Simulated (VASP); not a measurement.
WS2, 6 atoms in the cell. Symmetry: P6_3/mmc, No. 194, hexagonal system. Conventional cell: a = 3.044 Å, b = 3.044 Å, c = 11.457 Å, α = 90.00°, β = 90.00°, γ = 120.00°. Within 3.1 Å of W (site symmetry -6m2) lie 6 S at 2.33 Å and 6 W at 3.04 Å. Within 3.2 Å of S (site symmetry 3m) lie 3 W at 2.33 Å and 10 S at 3.04 to 3.18 Å. 

* Program: VASP 6.6.1
* Task: relaxation of cell and atoms
* Functional: PBE
* Potentials or basis: VASP PAW PBE potentials, release 64 (W_sv, S)
* Cutoff: 600 eV
* k mesh: 12 × 12 × 4
* Occupations: gaussian, width 0.02 eV
* Spin: no spin polarisation
* Target pressure: 15 GPa
* Dipole correction: no
* Further INCAR settings: ALGO = Normal; EDIFF = 1e-07; IBRION = 2; EDIFFG = -0.008; NSW = 70; ISIF = 3

Potentials or basis: VASP PAW PBE potentials, release 64 (W_sv, S).

Command:

```sh
$ cat potpaw_PBE.64/W_sv/POTCAR potpaw_PBE.64/S/POTCAR > POTCAR
$ mpirun -np 1 vasp_std > vasp.out
```

Hardware: 1 thread of Intel(R) Xeon(R) Platinum 8488C (Sapphire Rapids), on a shared host.

**Question.** How long does it take, and how much memory?

**Answer.** Wall time 19 min on 1 thread of Intel(R) Xeon(R) Platinum 8488C (Sapphire Rapids), on a shared host, peak memory 0.35 GiB. Counts: scf iterations 125, k points 57, ion steps 12.
